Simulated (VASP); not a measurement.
A run of VASP 6.6.1:

Contents of INCAR:

```
PREC     = Accurate       # precision mode
ENCUT    = 520            # plane-wave cutoff, eV
EDIFF    = 1E-6           # SCF threshold, eV
ISMEAR   = 0              # smearing method
SIGMA    = 0.1            # smearing width, eV
LREAL    = F              # projectors in reciprocal space
LASPH    = T              # aspherical terms in the spheres
NELM     = 80             # most SCF steps
ALGO     = Fast           # electronic algorithm
ISIF     = 2              # what is computed and relaxed
LWAVE    = F              # write WAVECAR
LCHARG   = F              # write CHGCAR
LDIPOL   = T            
IDIPOL   = 3            
DIPOL    = 0.5 0.5 0.328
IBRION   = 2              # ionic algorithm
NSW      = 36             # ionic steps
EDIFFG   = -0.025         # ionic threshold
KPAR     = 4
```

The input KPOINTS:

```
regular mesh
0
Gamma
  6 6 1
```

File POSCAR:

```
Al12Pt
1.0
    5.6343731020      0.0000000000      0.0000000000
   -2.8171865510      4.8795102407      0.0000000000
    0.0000000000      0.0000000000     20.0320257113
Al Pt
12 1
Selective dynamics
Direct
    0.3333333333      0.1666666667      0.1996802549  F F F
    0.3333333333      0.6666666667      0.1996802549  F F F
    0.8333333333      0.1666666667      0.1996802549  F F F
    0.8333333333      0.6666666667      0.1996802549  F F F
    0.1666666667      0.3333333333      0.3128118626  F F F
    0.1666666667      0.8333333333      0.3128118626  F F F
    0.6666666667      0.3333333333      0.3128118626  F F F
    0.6666666667      0.8333333333      0.3128118626  F F F
    0.0000000000      0.0000000000      0.4259192672  F F F
    0.0000000000      0.5000000000      0.4259192672  F F F
    0.5000000000      0.0000000000      0.4259192672  F F F
    0.5000000000      0.5000000000      0.4259192672  F F F
    0.0000000000      0.2500000000      0.5098434109  F F T
```

Potentials or basis: VASP PAW LDA potentials, release 64 (Al, Pt).

Command:

```console
$ cat potpaw_LDA.64/Al/POTCAR potpaw_LDA.64/Pt/POTCAR > POTCAR
$ mpirun -np 4 vasp_std > vasp.out
```

Hardware: 4 MPI ranks on Oxide Virtual Turin-like Processor, on a shared host.

Problem. How long does it take, and how much memory?

Solution. It took 6.1 min on 4 MPI ranks on Oxide Virtual Turin-like Processor, with other jobs on the host, peak memory 0.55 GiB a rank. Counts: scf iterations 47, k points 13, ion steps 3.
